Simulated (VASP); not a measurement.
# Cr (Im-3m) in VASP: notebook

Cr is run at these levels: LDA; tasks: single point.

All numbers are computed with VASP 6.6.1; they aren't measurements. Logs are shortened: lines on timing, memory, paths and dates and some standing lists are left out, and cuts for length are marked.

## Step 1: The cell of the first run

Symmetry: Im-3m, No. 229, cubic system. The conventional cell has a = 2.788 Å, b = 2.788 Å, c = 2.788 Å, α = 90.00°, β = 90.00°, γ = 90.00°. Cr (site symmetry m-3m) has 14 Cr at 2.41 to 2.79 Å within 3.2 Å.

## Step 2: Single point, LDA, collinear spin, ferromagnetic start

Input file INCAR:

```
ALGO = Normal ; EDIFF = 1E-6
ENCUT = 520 ; ISIF = 2
ISMEAR = -1 ; ISPIN = 2
LASPH = True ; LCHARG = True
LELF = True ; LMAXMIX = 4
LORBIT = 11 ; LREAL = False
LVHAR = True ; LWAVE = False
MAGMOM = 1.5 ; NBANDS = 16
NELM = 150 ; PREC = Accurate
SIGMA = 0.05
```

Input file KPOINTS:

```
k-points
0
Gamma
  17 17 17
```

Input file POSCAR:

```
Cr
1.0
   -1.3938676992      1.3938676992      1.3938676992
    1.3938676992     -1.3938676992      1.3938676992
    1.3938676992      1.3938676992     -1.3938676992
Cr
1
Direct
    0.0000000000      0.0000000000      0.0000000000
```

Potentials or basis: VASP PAW LDA potentials, release 64 (Cr_pv).

Started as:

```bash
cat potpaw_LDA.64/Cr_pv/POTCAR > POTCAR
mpirun -np 1 vasp_std > vasp.out
```

OUTCAR:

```text
EDIFF = 1E-6
   ENCUT = 520
   ISIF = 2
   ISMEAR = -1
   ISPIN = 2
   LASPH = True
   LORBIT = 11
   LREAL = False
   NELM = 150
   PREC = Accurate

 ion  position               nearest neighbor table
   1  0.000  0.000  0.000-

  LATTYP: Found a body centered cubic cell.
 ALAT       =     2.7877353984

  Lattice vectors:

 A1 = (  -1.3938676992,   1.3938676992,   1.3938676992)
 A2 = (   1.3938676992,  -1.3938676992,   1.3938676992)
 A3 = (   1.3938676992,   1.3938676992,  -1.3938676992)

Analysis of symmetry for initial positions (statically):
=====================================================================
 Subroutine PRICEL returns:
 Original cell was already a primitive cell.

 Routine SETGRP: Setting up the symmetry group for a
 body centered cubic supercell.

 Subroutine GETGRP returns: Found 48 space group operations
 (whereof 48 operations were pure point group operations)
 out of a pool of 48 trial point group operations.

The static configuration has the point symmetry O_h .

Analysis of symmetry for dynamics (positions and initial velocities):
=====================================================================
 Subroutine PRICEL returns:
 Original cell was already a primitive cell.

 Routine SETGRP: Setting up the symmetry group for a
 body centered cubic supercell.

 Subroutine GETGRP returns: Found 48 space group operations
 (whereof 48 operations were pure point group operations)
 out of a pool of 48 trial point group operations.

The dynamic configuration has the point symmetry O_h .

Analysis of structural, dynamic, and magnetic symmetry:
=====================================================================
 Subroutine PRICEL returns:
 Original cell was already a primitive cell.

 Routine SETGRP: Setting up the symmetry group for a
 body centered cubic supercell.

 Subroutine GETGRP returns: Found 48 space group operations
 (whereof 48 operations were pure point group operations)
 out of a pool of 48 trial point group operations.

The overall configuration has the point symmetry O_h .

 Subroutine INISYM returns: Found 48 space group operations
 (whereof 48 operations are pure point group operations),
 and found     1 'primitive' translations

----------------------------------------------------------------------------------------

                                     Primitive cell

  volume of cell :      10.8324

  direct lattice vectors                    reciprocal lattice vectors
    -1.393867699  1.393867699  1.393867699     0.000000000  0.358714102  0.358714102
     1.393867699 -1.393867699  1.393867699     0.358714102  0.000000000  0.358714102
     1.393867699  1.393867699 -1.393867699     0.358714102  0.358714102  0.000000000

  length of vectors
     2.414249674  2.414249674  2.414249674     0.507298348  0.507298348  0.507298348

  position of ions in fractional coordinates (direct lattice)
     0.000000000  0.000000000  0.000000000

  ion indices of the primitive-cell ions
   primitive index   ion index
                 1           1

----------------------------------------------------------------------------------------

 KPOINTS: k-points

Automatic generation of k-mesh.
 Grid dimensions read from file:
 generate k-points for:   17   17   17

 Generating k-lattice:

  Cartesian coordinates                     Fractional coordinates (reciprocal lattice)
     0.000000000  0.021100830  0.021100830     0.058823529  0.000000000  0.000000000
     0.021100830  0.000000000  0.021100830     0.000000000  0.058823529  0.000000000
     0.021100830  0.021100830  0.000000000     0.000000000  0.000000000  0.058823529

  Length of vectors
     0.029841079  0.029841079  0.029841079

  Shift w.r.t. Gamma in fractional coordinates (k-lattice)
     0.000000000  0.000000000  0.000000000

 Subroutine IBZKPT returns following result:
 ===========================================

 Found    165 irreducible k-points:

 Following reciprocal coordinates:
            Coordinates               Weight
  0.000000  0.000000  0.000000      1.000000
  0.058824  0.000000  0.000000     12.000000
  0.117647  0.000000  0.000000     12.000000
  0.176471  0.000000  0.000000     12.000000
  0.235294  0.000000  0.000000     12.000000
  0.294118  0.000000  0.000000     12.000000
[... 16 lines left out ...]
  0.411765  0.117647  0.000000     48.000000
  0.176471  0.176471  0.000000     24.000000
 [... further k-points ...]
   k-points           NKPTS =    165   k-points in BZ     NKDIM =    165   number of bands    NBANDS=     16
   number of dos      NEDOS =    301   number of ions     NIONS =      1
   total plane-waves  NPLWV =   5832
   dimension x,y,z NGX =    18 NGY =   18 NGZ =   18
   dimension x,y,z NGXF=    36 NGYF=   36 NGZF=   36
   ions per type =               1
   NGX,Y,Z   is equivalent  to a cutoff of  12.39, 12.39, 12.39 a.u.
   NGXF,Y,Z  is equivalent  to a cutoff of  24.79, 24.79, 24.79 a.u.
 SYSTEM =  unknown system
   PREC   = accura    normal or accurate (medium, high low for compatibility)
   ISTART =      0    job   : 0-new  1-cont  2-samecut
   ICHARG =      2    charge: 1-file 2-atom 10-const
   ISPIN  =      2    spin polarized calculation?
   LNONCOLLINEAR =      F non collinear calculations
   LSORBIT =      F    spin-orbit coupling
   LASPH  =      T    aspherical Exc in radial PAW
   ENCUT  =  520.0 eV  38.22 Ry    6.18 a.u.   4.49  4.49  4.49*2*pi/ulx,y,z
   NELM   =    150;   NELMIN=  2; NELMDL= -5     # of ELM steps
   EDIFF  = 0.1E-05   stopping-criterion for ELM
   LREAL  =      F    real-space projection
   EDIFFG = 0.1E-04   stopping-criterion for IOM
   NSW    =      0    number of steps for IOM
   IBRION =     -1    ionic relax: 0-MD 1-quasi-New 2-CG
   NFREE  =      0    steps in history (QN), initial steepest desc. (CG)
   ISIF   =      2    stress and relaxation
   ISYM   =      2    0-nonsym 1-usesym 2-fastsym
   POTIM  = 0.5000    time-step for ionic-motion
   TEBEG  =    0.0;   TEEND  =   0.0 temperature during run
   PSTRESS=    0.0 pullay stress
   NELECT =      12.0000    total number of electrons
   NUPDOWN=      -1.0000    fix difference up-down
   EMIN   =  10.00;   EMAX   =-10.00  energy-range for DOS
   EFERMI =   0.00;   METHOD = LEGACY
   ISMEAR =    -1;   SIGMA  =   0.05  broadening in eV -4-tet -1-fermi 0-gaus
   EFERMI_NEDOS =   21; number of points for ismear=-14 and -15
   IALGO  =     38    algorithm
   IMIX   =      4    mixing-type and parameters
     AMIX     =   0.40;   BMIX     =  1.00
     AMIX_MAG =   1.60;   BMIX_MAG =  1.00
  volume/ion in A,a.u.               =      10.83        73.10
  Fermi-wavevector in a.u.,A,eV,Ry     =   1.693923  3.201051 39.040224  2.869376
  Thomas-Fermi vector in A             =   2.775241
   LORBIT       =     11    0 simple, 1 ext, 2 COOP (PROOUT), +10 PAW based schemes
   GGA     = CA    functional components
   LHFCALC =     F    Hartree Fock is set to
   AEXX    =    0.0000 exact exchange contribution
   IVDW    =     0    specifies the selected vdW correction
   LEPSILON=     F    determine dielectric tensor
   LRPA    =     F    only Hartree local field effects (RPA)
 spin polarized calculation
  energy-cutoff  :      520.00
  volume of cell :       10.83
 maximum number of plane-waves:       321
 NGX is ok and might be reduce to    18
   NGX =  9   NGY =  9   NGZ =  9

 number of electron      12.0000011 magnetization       0.0002822

 number of electron      12.0000011 magnetization      -0.0000375

 Free energy of the ion-electron system (eV)
  ---------------------------------------------------
  ext. energy  EPLUGINS =         0.00000000
  ---------------------------------------------------
  free energy    TOTEN  =       -10.63555277 eV

  energy without entropy =      -10.63176791  energy(sigma->0) =      -10.63366034

 E-fermi :  11.7596     XC(G=0): -14.3826

 val. band max:       11.7433653672   @ k =  -0.2941   0.3529   0.1765
 cond. band min:      11.7730131329   @ k =  -0.2353   0.3529   0.1176
 fundamental gap:      0.0296477657
 Fermi energy:        11.7596005505

 spin component 1

 k-point     1 :       0.0000    0.0000    0.0000
  band No.  band energies     occupation
      1     -30.5024      1.00000
      2     -30.5024      1.00000
      3     -30.5024      1.00000
      4       3.7367      1.00000
      5      10.7332      1.00000
      6      10.7332      1.00000
[... 8 lines left out ...]
     15      42.7836      0.00000
     16      47.8162      0.00000

 k-point     2 :       0.0588    0.0000    0.0000
  band No.  band energies     occupation
      1     -30.5435      1.00000
      2     -30.5148      1.00000
      3     -30.5027      1.00000
      4       3.8984      1.00000
      5      10.6680      1.00000
      6      10.7228      1.00000
[... 8 lines left out ...]
     15      43.1001      0.00000
     16      46.0663      0.00000

 k-point     3 :       0.1176    0.0000    0.0000
  band No.  band energies     occupation
      1     -30.6604      1.00000
      2     -30.5500      1.00000
      3     -30.5036      1.00000
      4       4.3661      1.00000
      5      10.4848      1.00000
      6      10.6711      1.00000
[... 8 lines left out ...]
     15      43.4684      0.00000
     16      43.8443      0.00000
[... 362 lines left out ...]
 k-point    23 :       0.4118    0.1176    0.0000
  band No.  band energies     occupation
      1     -31.5973      1.00000
      2     -30.9075      1.00000
      3     -30.5656      1.00000
      4       7.3459      1.00000
      5       9.1178      1.00000
      6      11.5526      0.98431
[... 8 lines left out ...]
     15      43.3031      0.00000
     16      44.4098      0.00000

 k-point    24 :       0.1765    0.1765    0.0000
  band No.  band energies     occupation
      1     -31.2395      1.00000
      2     -30.7408      1.00000
      3     -30.5774      1.00000
      4       7.0625      1.00000
      5       9.6534      1.00000
      6       9.8921      1.00000
[... 8 lines left out ...]
     15      42.1222      0.00000
     16      45.7384      0.00000

 [... further k-points ...]

 spin component 2

 k-point     1 :       0.0000    0.0000    0.0000
  band No.  band energies     occupation
      1     -30.5024      1.00000
      2     -30.5024      1.00000
      3     -30.5024      1.00000
      4       3.7367      1.00000
      5      10.7332      1.00000
      6      10.7332      1.00000
[... 8 lines left out ...]
     15      42.7836      0.00000
     16      47.8161      0.00000

 k-point     2 :       0.0588    0.0000    0.0000
  band No.  band energies     occupation
      1     -30.5435      1.00000
      2     -30.5148      1.00000
      3     -30.5027      1.00000
      4       3.8984      1.00000
      5      10.6679      1.00000
      6      10.7228      1.00000
[... 8 lines left out ...]
     15      43.1001      0.00000
     16      46.0663      0.00000

 k-point     3 :       0.1176    0.0000    0.0000
  band No.  band energies     occupation
      1     -30.6604      1.00000
      2     -30.5500      1.00000
      3     -30.5036      1.00000
      4       4.3661      1.00000
      5      10.4848      1.00000
      6      10.6711      1.00000
[... 8 lines left out ...]
     15      43.4684      0.00000
     16      43.8442      0.00000
[... 362 lines left out ...]
 k-point    23 :       0.4118    0.1176    0.0000
  band No.  band energies     occupation
      1     -31.5973      1.00000
      2     -30.9075      1.00000
      3     -30.5656      1.00000
      4       7.3459      1.00000
      5       9.1178      1.00000
      6      11.5526      0.98432
[... 8 lines left out ...]
     15      43.3031      0.00000
     16      44.4098      0.00000

 k-point    24 :       0.1765    0.1765    0.0000
  band No.  band energies     occupation
      1     -31.2395      1.00000
      2     -30.7408      1.00000
      3     -30.5774      1.00000
      4       7.0625      1.00000
      5       9.6533      1.00000
      6       9.8920      1.00000
[... 8 lines left out ...]
     15      42.1222      0.00000
     16      45.7384      0.00000

 [... further k-points ...]

------------------------ aborting loop because EDIFF is reached ----------------------------------------

  FORCE on cell =-STRESS in cart. coord.  units (eV):
  Direction    XX          YY          ZZ          XY          YZ          ZX
  --------------------------------------------------------------------------------------
  -------------------------------------------------------------------------------------
  Total        0.0122203      0.0122203      0.0122203     -0.0000000     -0.0000000     -0.0000000
  in kB        1.8074547      1.8074547      1.8074547     -0.0000000     -0.0000000     -0.0000000
  external PRESSURE =       1.8074547 kB  Pullay stress =       0.0000000 kB

 VOLUME and BASIS-vectors are now :
 -----------------------------------------------------------------------------
  energy-cutoff  :      520.00
  volume of cell :       10.83
      direct lattice vectors                 reciprocal lattice vectors
    -1.393867699  1.393867699  1.393867699     0.000000000  0.358714102  0.358714102
     1.393867699 -1.393867699  1.393867699     0.358714102  0.000000000  0.358714102
     1.393867699  1.393867699 -1.393867699     0.358714102  0.358714102  0.000000000

 POSITION                                       TOTAL-FORCE (eV/Angst)
 -----------------------------------------------------------------------------------
      0.00000      0.00000      0.00000         0.000000     -0.000000      0.000000
 -----------------------------------------------------------------------------------
    total drift:                                0.000000     -0.000000      0.000000

  FREE ENERGIE OF THE ION-ELECTRON SYSTEM (eV)
  ---------------------------------------------------
  free  energy   TOTEN  =       -10.6355527713 eV

  energy  without entropy=      -10.6317679058  energy(sigma->0) =      -10.63366034

 total charge

# of ion       s       p       d       tot
------------------------------------------
    1        0.449   6.441   4.317  11.207

 magnetization (x)

# of ion       s       p       d       tot
------------------------------------------
    1        0.000  -0.000  -0.000  -0.000
```

Wall time 32 s (1 thread of Intel Xeon 6975P-C, shared host); peak memory 0.15 GiB.

Results:

* Free energy: -10.6356 eV
* Pressure: 0.2 GPa
* Band gap on the k mesh: zero (filled and empty bands overlap)
* Net moment: 0.00 μB per cell
* Valence electrons inside the program's atomic spheres: Cr 11.21

Levels at points of the mesh, in eV from the Fermi level:
Spin up:
```
           k point  band 2  band 3  band 4  band 5  band 6  band 7  band 8  band 9  band 10  band 11
(0.00, 0.00, 0.00)  -42.26  -42.26   -8.02   -1.03   -1.03   -1.03    1.16    1.16     5.37    22.81
```
Spin down:
```csv
k point,band 3,band 4,band 5,band 6,band 7,band 8,band 9,band 10
"(0.00, 0.00, 0.00)",-42.26,-8.02,-1.03,-1.03,-1.03,1.16,1.16,5.37
```

Caveat: the starting moments collapsed, and a magnetic state may lie lower.

## Step 3: Single point, LDA, collinear spin, ferromagnetic start

Input file INCAR:

```
SYSTEM = Cr
ALGO = Normal
EDIFF = 1E-7
ENCUT = 520
ISIF = 2
ISMEAR = -1
ISPIN = 2
LASPH = .True.
LCHARG = .False.
LMAXMIX = 4
LORBIT = 11
LREAL = .False.
LWAVE = .False.
MAGMOM = 1.5
NBANDS = 16
NELM = 150
PREC = Accurate
SIGMA = 0.05
```

Input file KPOINTS:

```
k-points
0
Gamma
  23 23 23
  0 0 0
```

POSCAR is that of step 2.

Potentials or basis: VASP PAW LDA potentials, release 64 (Cr_pv).

Started as:

```bash
cat potpaw_LDA.64/Cr_pv/POTCAR > POTCAR
mpirun -np 1 vasp_std > vasp.out
```

Wall time 76 s (1 thread of Intel Xeon 6975P-C, shared host); peak memory 0.2 GiB.

The run converged. Its results:

| Property | Result |
| --- | --- |
| Free energy | -10.6325 eV |
| Pressure | 0.2 GPa |
| Band gap on the k mesh | zero (filled and empty bands overlap) |
| Net moment | 0.00 μB per cell |
| Valence electrons inside the program's atomic spheres | Cr 11.21 |

Levels at points of the mesh, in eV from the Fermi level:
Spin up:
```csv
k point,band 3,band 4,band 5,band 6,band 7,band 8,band 9,band 10
"(0.00, 0.00, 0.00)",-42.25,-8.02,-1.02,-1.02,-1.02,1.17,1.17,5.38
```
Spin down:
```csv
k point,band 2,band 3,band 4,band 5,band 6,band 7,band 8,band 9,band 10,band 11
"(0.00, 0.00, 0.00)",-42.25,-42.25,-8.02,-1.02,-1.02,-1.02,1.17,1.17,5.38,22.82
```

Caveat: the starting moments collapsed, and a magnetic state may lie lower.

## Step 4: Single point, LDA (volume scaled by 0.88)

Input file INCAR:

```
SYSTEM = Cr
  ALGO = Normal
  EDIFF = 1E-6
  ENCUT = 520
  GGA = CA
  ISIF = 2
  ISMEAR = -1
  LASPH = .True.
  LCHARG = .True.
  LELF = .True.
  LREAL = .False.
  LVHAR = .True.
  LWAVE = .False.
  NBANDS = 12
  NELM = 100
  PREC = Accurate
  SIGMA = 0.1
```

Input file KPOINTS:

```
k-points
0
Gamma
  26 26 26
  0 0 0
```

Input file POSCAR:

```
Cr
1.0
   -1.3360859968      1.3360859968      1.3360859968
    1.3360859968     -1.3360859968      1.3360859968
    1.3360859968      1.3360859968     -1.3360859968
Cr
1
Direct
    0.0000000000      0.0000000000      0.0000000000
```

Started as:

```bash
cat potpaw_LDA.64/Cr_pv/POTCAR > POTCAR
mpirun -np 1 vasp_std > vasp.out
```

Run time: 26 s. Hardware: 1 thread of Intel Xeon Platinum 8488C (Sapphire Rapids), shared host; peak memory 0.16 GiB.

It converged, with:

```
Free energy            : -10.4542 eV
Pressure               : 50.8 GPa
Band gap on the k mesh : zero (band 6 reaches 17.01 eV, above the bottom of band 7 at 12.59 eV)
```

Levels at points of the mesh, in eV from the Fermi level:
| k point | band 3 | band 4 | band 5 | band 6 | band 7 | band 8 | band 9 | band 10 |
| --- | --- | --- | --- | --- | --- | --- | --- | --- |
| (0.00, 0.00, 0.00) | -42.04 | -8.39 | -1.23 | -1.23 | -1.23 | 1.35 | 1.35 | 5.48 |
| (0.50, 0.00, 0.00) | -42.06 | -5.52 | -3.26 | 1.43 | 1.84 | 1.86 | 3.72 | 5.48 |
| (0.50, 0.50, 0.50) | -43.17 | -5.73 | -5.73 | 3.19 | 3.19 | 3.19 | 5.48 | 12.53 |

Caveat: the run has no spin polarisation, though such a crystal can be magnetic.

## Step 5: Single point, LDA (volume scaled by 0.92)

Input file INCAR:

```
PREC     = Accurate       # precision mode
ENCUT    = 520            # plane-wave cutoff, eV
EDIFF    = 1E-7           # SCF threshold, eV
ISMEAR   = -1             # smearing method
SIGMA    = 0.1            # smearing width, eV
LREAL    = False          # projectors in reciprocal space
LASPH    = True           # aspherical terms in the spheres
NELM     = 100            # most SCF steps
ALGO     = Normal         # electronic algorithm
ISIF     = 2              # what is computed and relaxed
LWAVE    = False          # write WAVECAR
LCHARG   = True           # write CHGCAR
GGA      = CA             # functional
LELF     = True           # ELF
LVHAR    = True         
NBANDS   = 12             # bands
```

Input file KPOINTS:

```
regular mesh
0
Gamma
  26 26 26
```

Input file POSCAR:

```
Cr
1.0
   -1.3560305192      1.3560305192      1.3560305192
    1.3560305192     -1.3560305192      1.3560305192
    1.3560305192      1.3560305192     -1.3560305192
Cr
1
Direct
    0.0000000000      0.0000000000      0.0000000000
```

Started as:

```bash
cat potpaw_LDA.64/Cr_pv/POTCAR > POTCAR
mpirun -np 1 vasp_std > vasp.out
```

Run time: 27 s. Hardware: 1 thread of Intel Xeon Platinum 8488C (Sapphire Rapids), shared host; peak memory 0.16 GiB.

Results (log left out):

```yaml
Free_energy: -10.5632 eV
Pressure: 30.2 GPa
Band_gap_on_the_k_mesh: zero (band 6 reaches 16.08 eV, above the bottom of band 7 at 11.92 eV)
```

Levels at points of the mesh, in eV from the Fermi level:
```csv
k point,band 2,band 3,band 4,band 5,band 6,band 7,band 8,band 9,band 10,band 11
"(0.00, 0.00, 0.00)",-42.12,-42.12,-8.27,-1.15,-1.15,-1.15,1.29,1.29,5.45,23.43
"(0.50, 0.00, 0.00)",-42.57,-42.13,-5.25,-3.05,1.35,1.67,1.74,3.51,5.45,11.87
"(0.50, 0.50, 0.50)",-43.11,-43.11,-5.37,-5.37,3.01,3.01,3.01,5.45,12.05,12.05
```

Caveat: the run has no spin polarisation, though such a crystal can be magnetic.
